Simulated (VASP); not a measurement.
The system is ZnS.

```xyz
4
Lattice="3.8110 0.0000 0.0000 -1.9055 3.3004 0.0000 0.0000 0.0000 6.2340" Properties=species:S:1:pos:R:3 pbc="T T T"
Zn    0.0000    2.2003    0.0000
Zn    1.9055    1.1001    3.1170
S     0.0000    2.2003    2.4001
S     1.9055    1.1001    5.5171
```

* Program: VASP 6.6.1
* Task: relaxation of cell and atoms
* Functional: PBE
* Potentials or basis: VASP PAW PBE potentials, release 64 (Zn, S)
* Cutoff: 600 eV
* k mesh: 12 × 12 × 6
* Occupations: gaussian, width 0.02 eV
* Spin: no spin polarisation

At the start: pressure 2.5 GPa; volume 19.60 Å³/atom.

Q: Where does the relaxation end?

A: Over 9 steps the energy falls by 9.8 meV/atom and the volume is 20.23 Å³/atom (+3.2 %); space group P6_3mc (No. 186, to 0.1 Å) before and after.

The path:
```tsv
step	energy change (eV)	largest force (eV/Å)	pressure (GPa)	volume (Å³)
1	0.0000	0.3225	2.49	78.41
2	-0.0315	0.0915	-0.81	81.92
3	-0.0329	0.1288	-0.26	81.30
4	-0.0329	0.1252	-0.34	81.36
5	-0.0361	0.0672	-0.14	81.10
6	-0.0376	0.0012	0.08	80.84
7	-0.0390	0.0134	0.02	80.88
8	-0.0391	0.0178	0.01	80.90
9	-0.0392	0.0045	0.00	80.92
```

Final structure:
```yaml
crystal:
  lattice:
    - [3.84788, 0.00000, 0.00000]
    - [-1.92394, 3.33237, 0.00000]
    - [0.00000, 0.00000, 6.31044]
  atoms:
    - { symbol: Zn, position: [0.33333, 0.66667, 0.00517] }
    - { symbol: Zn, position: [0.66667, 0.33333, 0.50517] }
    - { symbol: S, position: [0.33333, 0.66667, 0.37983] }
    - { symbol: S, position: [0.66667, 0.33333, 0.87983] }
```
